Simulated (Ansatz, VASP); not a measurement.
## Two plane-wave programs on CdSe

File INCAR:

```
PREC = Accurate
ENCUT = 520
EDIFF = 1E-8
ISMEAR = -1
SIGMA = 0.03
LREAL = F
LASPH = T
NELM = 80
ALGO = Normal
ISIF = 2
LWAVE = F
LCHARG = F
LEFG = T
NBANDS = 16
```

Contents of KPOINTS:

```
regular mesh
0
Gamma
  8 8 8
```

POSCAR

```
CdSe
1.0
    0.0000000000      3.0702711986      3.0088657746
    3.0702711986      0.0000000000      3.0088657746
    3.0702711986      3.0702711986      0.0000000000
Cd Se
1 1
Direct
    0.0000000000      0.0000000000      0.0000000000
    0.2500000000      0.2500000000      0.2500000000
```

Input for Ansatz:

```yaml
crystal:
  lattice:
    - [0.0, 3.0702711986, 3.0088657746]
    - [3.0702711986, 0.0, 3.0088657746]
    - [3.0702711986, 3.0702711986, 0.0]
  atoms:
    - { symbol: Cd, position: [0.0, 0.0, 0.0] }
    - { symbol: Se, position: [0.25, 0.25, 0.25] }
kpoints:
  mp_grid: { grid: [8, 8, 8] }
scf:
  occupations: { method: fermi_dirac, width: 0.03 }
hamiltonian:
  xc: lda
  pseudopotentials: { kind: paw }
output:
  forces: true
  stress: true
  eigenvalues: true
  efg: { contact_densities: true }
```

Change from the starting cell: zz strain of -2 %, PAW files.

Alike in both runs: task electric field gradients; functional LDA; k mesh 8 × 8 × 8; occupations fermi-dirac, width 0.03 eV; no spin polarisation.

|  | VASP | Ansatz |
| --- | --- | --- |
| version | VASP 6.6.1 | Ansatz 0.2.0 |
| potentials or method | VASP PAW LDA potentials, release 64 (Cd, Se) | PAW with Ansatz's default frozen-core files, scalar-relativistic |
| plane-wave cutoff (eV) | 520 | 420 |
| valence electrons in the cell | 18 | 36 |

```tsv
	VASP	Ansatz	Ansatz less VASP
pressure (GPa)	-2.0	-2.4	-0.41
traceless stress, the component that is largest in VASP (GPa)	0.27	0.27	+0.007
size of Vzz on the site where it differs most (V/Å²)	7.8	8.0	+0.25
```

LDA's correlation is that of Perdew and Zunger in VASP and of Perdew and Wang (1992) in Ansatz. VASP's potentials hold 18 valence electrons a cell and Ansatz's 36, so a difference there can come from the potentials and not from the codes.
